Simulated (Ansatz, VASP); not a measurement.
# RbBr: VASP beside Ansatz

```
Rb Br
1.0
     4.12608    0.00000    0.00000
     0.00000    4.12608    0.00000
     0.00000    0.00000    4.12608
Rb Br
1 1
Direct
  0.00000 0.00000 0.00000
  0.50000 0.50000 0.50000
```

Alike in both runs: functional r2SCAN; k mesh 10 × 10 × 10; occupations fermi-dirac, width 0.05 eV; no spin polarisation.

Ansatz relaxed the structure, and its values are those at the end. VASP's run is a single point on that final structure, the one shown.

```csv
,VASP,Ansatz
version,VASP 6.6.1,Ansatz 0.2.0
potentials or method,"VASP PAW PBE potentials, release 64 (Rb_sv, Br)","PAW with Ansatz's default frozen-core files, scalar-relativistic"
plane-wave cutoff (eV),520,500
valence electrons in the cell,16,16
```

|  | VASP | Ansatz | Ansatz less VASP |
| --- | --- | --- | --- |
| gap on the k mesh at the Fermi level (eV) | 4.83 | 4.83 | -0.003 |
| pressure (GPa) | 0.0 | 0.0 | -0.02 |

VASP's potentials were made for PBE, not for r2SCAN. With one functional, cell and mesh, what is left measures potentials, basis and numerics.
